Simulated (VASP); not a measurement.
## Ca2AlO: single point with PBE

The system is Ca2AlO.

```
Ca Al O
1.0
     5.42803    0.00000    0.00000
     0.00000    5.42803    0.00000
     0.00000    0.00000    3.63479
Ca Al O
2 1 1
Direct
  0.00000 0.50000 0.00000
  0.50000 0.00000 0.00000
  0.50000 0.50000 0.00000
  0.00000 0.00000 0.00000
```

```yaml
Program: VASP 6.6.1
Task: single point
Functional: PBE
Potentials_or_basis: VASP PAW PBE potentials, release 64 (Ca_sv, Al, O)
Cutoff: 520 eV
k_mesh: 4 × 4 × 6
Occupations: gaussian, width 0.1 eV
Spin: collinear spin, ferromagnetic start
Starting_moments: "[0.0, 0.0, 0.0, 1.0] μB"
Dipole_correction: no
Further_INCAR_settings: ALGO = Normal; EDIFF = 1e-07; NBANDS = 26
```

```
Pressure                                              : 0.1 GPa
Net moment                                            : 0.00 μB per cell
Valence electrons inside the program's atomic spheres : Ca 8.17; Al 0.88; O 4.81
```

Stress tensor (GPa, compression positive):
```
 0.14  0.00  0.00
 0.00  0.14  0.00
 0.00  0.00 -0.03
```

Levels at points of the mesh, in eV from the Fermi level:
Spin up:
| k point | band 13 | band 14 | band 15 | band 16 | band 17 | band 18 |
| --- | --- | --- | --- | --- | --- | --- |
| (0.00, 0.00, 0.00) | -0.23 | 0.69 | 0.83 | 0.83 | 1.43 | 1.50 |
| (0.50, 0.00, 0.00) | -1.52 | -0.29 | -0.08 | 1.35 | 1.60 | 2.99 |
| (0.50, 0.50, 0.00) | -0.75 | -0.75 | -0.34 | 1.63 | 1.63 | 2.41 |
| (0.00, 0.00, 0.50) | -1.20 | -0.54 | 1.16 | 1.16 | 2.00 | 2.20 |
| (0.50, 0.00, 0.50) | -1.45 | -1.25 | -0.20 | 1.16 | 1.52 | 2.32 |
| (0.50, 0.50, 0.50) | -1.77 | -1.51 | -0.05 | -0.05 | 2.22 | 2.22 |
Spin down:
```
           k point  band 11  band 12  band 13  band 14  band 15  band 16  band 17  band 18  band 19  band 20
(0.00, 0.00, 0.00)    -1.56    -1.56    -0.23     0.69     0.83     0.83     1.43     1.50     3.48     3.73
(0.50, 0.00, 0.00)    -1.71    -1.68    -1.52    -0.29    -0.08     1.35     1.60     2.99     3.02     3.87
(0.50, 0.50, 0.00)    -2.68    -2.68    -0.75    -0.75    -0.34     1.63     1.63     2.41     3.02     4.58
(0.00, 0.00, 0.50)    -1.92    -1.20    -1.20    -0.54     1.16     1.16     2.00     2.20     2.20     3.55
(0.50, 0.00, 0.50)    -1.60    -1.47    -1.45    -1.25    -0.20     1.16     1.52     2.32     2.87     3.54
(0.50, 0.50, 0.50)    -1.95    -1.95    -1.77    -1.51    -0.05    -0.05     2.22     2.22     3.10     3.38
```

It took 120 s on 1 thread of Intel(R) Xeon(R) Platinum 8375C CPU @ 2.90GHz (Ice Lake), with other jobs on the host, peak memory 0.29 GiB.
